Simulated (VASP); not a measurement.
# Al2Au (Fm-3m) in VASP: further runs, part 2 of 2

VASP 6.6.1. Earlier steps stand in the parts before.

### Step 4. Relaxation of cell and atoms, r2SCAN+rVV10

Input file POSCAR:

```
Al2Au
1.0
    0.0000000000      3.0023346600      3.0023346600
    3.0023346600      0.0000000000      3.0023346600
    3.0023346600      3.0023346600      0.0000000000
Al Au
2 1
Direct
    0.2500000000      0.2500000000      0.2500000000
    0.7500000000      0.7500000000      0.7500000000
    0.0000000000      0.0000000000      0.0000000000
```

Input file INCAR.step1:

```
ALGO = Normal
EDIFF = 1E-4
ENCUT = 600
GGA = PE
ISMEAR = 0
LASPH = T
LCHARG = F
LREAL = F
LWAVE = T
NELM = 100
PREC = Accurate
SIGMA = 0.1
```

Input file INCAR.step2:

```
ALGO = Normal
BPARAM = 11.95
CPARAM = 0.0093
EDIFF = 1E-6
EDIFFG = -0.002
ENCUT = 600
IBRION = 2
ISIF = 3
ISMEAR = 0
ISTART = 1
IVDW_NL = 2
LASPH = T
LCHARG = F
LMIXTAU = T
LREAL = F
LUSE_VDW = T
LWAVE = F
METAGGA = R2SCAN
NELM = 100
NSW = 100
PREC = Accurate
SIGMA = 0.1
```

Input file KPOINTS:

```
k-points
0
Gamma
  12 12 12
```

Potentials or basis: VASP PAW PBE potentials, release 64 (Al, Au).

Command:

```bash
$ cat potpaw_PBE.64/Al/POTCAR potpaw_PBE.64/Au/POTCAR > POTCAR
$ cp INCAR.step1 INCAR
$ mpirun -np 1 vasp_std > vasp.out
$ cp INCAR.step2 INCAR
$ mpirun -np 1 vasp_std > vasp.out
```

OUTCAR:

```text
BPARAM = 11.95
   EDIFF = 1E-6
   EDIFFG = -0.002
   ENCUT = 600
   IBRION = 2
   ISIF = 3
   ISMEAR = 0
   ISTART = 1
   IVDW_NL = 2
   LASPH = T
   LREAL = F
   METAGGA = R2SCAN
   NELM = 100
   NSW = 100
   PREC = Accurate

 ion  position               nearest neighbor table
   1  0.250  0.250  0.250-   3 2.60   3 2.60   3 2.60   3 2.60   2 3.00   2 3.00   2 3.00   2 3.00
                             2 3.00   2 3.00
   2  0.750  0.750  0.750-   3 2.60   3 2.60   3 2.60   3 2.60   1 3.00   1 3.00   1 3.00   1 3.00
                             1 3.00   1 3.00
   3  0.000  0.000  0.000-   2 2.60   2 2.60   2 2.60   1 2.60   2 2.60   1 2.60   1 2.60   1 2.60

  LATTYP: Found a face centered cubic cell.
 ALAT       =     6.0046693200

  Lattice vectors:

 A1 = (   0.0000000000,   3.0023346600,   3.0023346600)
[... 316 lines left out ...]
      4       0.7791      2.00000
      5       1.7862      2.00000
      6       1.7862      2.00000
      7      10.6524      0.00000
      8      10.7760      0.00000
      9      10.7760      0.00000
     10      10.7760      0.00000
     11      11.9299      0.00000
     12      11.9299      0.00000
[... 331 lines left out ...]
 k-point    24 :      -0.4167    0.1667    0.0000
  band No.  band energies     occupation
      1      -0.9162      2.00000
      2       0.6260      2.00000
      3       1.1639      2.00000
      4       1.1862      2.00000
      5       1.8476      2.00000
      6       1.8631      2.00000
      7       2.4791      2.00000
      8       6.1552      2.00000
      9       7.5573      1.99036
     10      10.5400      0.00000
     11      12.5633      0.00000
     12      13.0588      0.00000

 [... further k-points ...]

------------------------ aborting loop because EDIFF is reached ----------------------------------------

  FORCE on cell =-STRESS in cart. coord.  units (eV):
  Direction    XX          YY          ZZ          XY          YZ          ZX
  --------------------------------------------------------------------------------------
  -------------------------------------------------------------------------------------
  Total       -0.0026524     -0.0026524     -0.0026524      0.0000000     -0.0000000      0.0000000
  in kB       -0.0789138     -0.0789138     -0.0789138      0.0000000     -0.0000000      0.0000000
  external PRESSURE =      -0.0789138 kB  Pullay stress =       0.0000000 kB
[... 18 lines left out ...]
  FREE ENERGIE OF THE ION-ELECTRON SYSTEM (eV)
  ---------------------------------------------------
  free  energy   TOTEN  =       -65.1457496858 eV

  energy  without entropy=      -65.1410864390  energy(sigma->0) =      -65.14341806

 reached required accuracy - stopping structural energy minimisation
```

Wall time 6.1 min (1 thread of Intel Xeon 6975P-C (Granite Rapids), shared host); peak memory 0.43 GiB.

Results:

* Free energy: -65.1457 eV
* Relaxed volume: 17.95 Å³/atom
* Relaxed cell: a = 4.239 Å, b = 4.239 Å, c = 4.239 Å, α = 60.00°, β = 60.00°, γ = 60.00°
* Space group after relaxing (to 0.1 Å): Fm-3m (No. 225)
* Energy gained by relaxing: 0.2 meV/atom
* Ionic steps: 4
* Pressure after relaxing: 0.0 GPa
* Band gap on the k mesh: zero (an odd number of electrons rules out a gap without spin polarisation)

The path:
```
step  energy change (eV)  largest force (eV/Å)  pressure (GPa)  volume (Å³)
   1              0.0000                0.0000           -0.62        54.13
   2             -0.0001                0.0000            0.61        53.58
   3             -0.0006                0.0000            0.05        53.83
   4             -0.0006                0.0000           -0.01        53.85
```

Final structure:
```cif
data_structure
_symmetry_space_group_name_H-M 'P 1'
_symmetry_Int_Tables_number 1
_cell_length_a 4.2387
_cell_length_b 4.2387
_cell_length_c 4.2387
_cell_angle_alpha 60.000
_cell_angle_beta 60.000
_cell_angle_gamma 60.000
_cell_volume 53.85
loop_
_atom_site_label
_atom_site_type_symbol
_atom_site_fract_x
_atom_site_fract_y
_atom_site_fract_z
_atom_site_occupancy
Al1 Al 0.25000 0.25000 0.25000 1
Al2 Al 0.75000 0.75000 0.75000 1
Au1 Au 0.00000 0.00000 0.00000 1
```

Levels at points of the mesh, in eV from the Fermi level:
| k point | band 7 | band 8 | band 9 | band 10 | band 11 | band 12 |
| --- | --- | --- | --- | --- | --- | --- |
| (0.00, 0.00, 0.00) | 2.91 | 3.04 | 3.04 | 3.04 | 4.19 | 4.19 |
| (0.50, 0.00, 0.00) | -5.75 | 0.32 | 0.32 | 3.79 | 4.09 | 4.10 |
| (0.50, 0.50, 0.00) | -5.32 | -2.28 | -2.28 | 1.59 | 2.34 | 8.01 |

Caveat: the PAW data sets were made with another functional, which shifts forces and pressure a little; spin-orbit coupling is left out, which moves the levels of the heavy elements.

### Step 5. Overview

```tsv
task	cell	k mesh	cutoff (eV)	gap on the mesh (eV)	pressure (GPa)
single point	a = 4.246 Å, angles 60.0°, 3 atoms	6 × 6 × 6	520	none	-0.6
single point	a = 4.240 Å, angles 60.0°, 3 atoms	12 × 12 × 12	520	none	-0.1
relaxation of cell and atoms	relaxed from a = 4.246 Å, angles 60.0°, 3 atoms	12 × 12 × 12	600	none	0.0
```

Alike in all rows: level r2SCAN+rVV10; potentials or basis VASP PAW PBE potentials, release 64 (Al, Au); no spin polarisation; smearing gaussian 0.1 eV.

Caveats: the PAW data sets were made with another functional, which shifts forces and pressure a little; spin-orbit coupling is left out, which moves the levels of the heavy elements.

Absolute energies hang on the potentials; compare differences alone.
